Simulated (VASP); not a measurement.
Set up this calculation in VASP 6.6.1, as the native input.

```
Task                   : single point
Functional             : PBEsol
Potentials or basis    : VASP PAW PBE potentials, release 64 (As_d)
Cutoff                 : 510 eV
k mesh                 : 7 × 7 × 9
Occupations            : fermi-dirac, width 0.05 eV
Spin                   : no spin polarisation
Dipole correction      : no
Further INCAR settings : ALGO = Normal; EDIFF = 1e-06; NBANDS = 22
```

The structure of As lies in POSCAR:

```
As
1.0
    4.4774812298      0.0000000000      0.0000000000
   -2.2387406149      3.8776124900      0.0000000000
    0.0000000000      0.0000000000      2.7987549163
As
2
Direct
    0.3333333333      0.6666666667      0.0000000000
    0.6666666667      0.3333333333      0.0000000000
```

This isn't the form of As at room conditions, which is rhombohedral.

The input as run:

INCAR

```
ALGO     = Normal         # electronic algorithm
EDIFF    = 1E-6           # SCF threshold, eV
ENCUT    = 510            # plane-wave cutoff, eV
GGA      = PS             # functional
GGA_COMPAT= F            
ISIF     = 2              # what is computed and relaxed
ISMEAR   = -1             # smearing method
LASPH    = T              # aspherical terms in the spheres
LCHARG   = F              # write CHGCAR
LREAL    = F              # projectors in reciprocal space
LWAVE    = F              # write WAVECAR
NBANDS   = 22             # bands
NELM     = 120            # most SCF steps
PREC     = Accurate       # precision mode
SIGMA    = 0.05           # smearing width, eV
```

KPOINTS

```
k-points
0
Gamma
  7 7 9
```

Potentials or basis: VASP PAW PBE potentials, release 64 (As_d).

The run is started by

```console
$ cat potpaw_PBE.64/As_d/POTCAR > POTCAR
$ mpirun -np 1 vasp_std > vasp.out
```

It gave:

```json
{
  "Pressure": "0.1 GPa",
  "Band gap on the k mesh": "zero (bands 15 and 16 overlap by 3.67 eV)"
}
```

Caveat: the PAW data sets were made with another functional, which shifts forces and pressure a little.

Wall time 18 s on 1 thread of Intel(R) Xeon(R) 6975P-C (Granite Rapids) (shared host), peak memory 0.18 GiB.
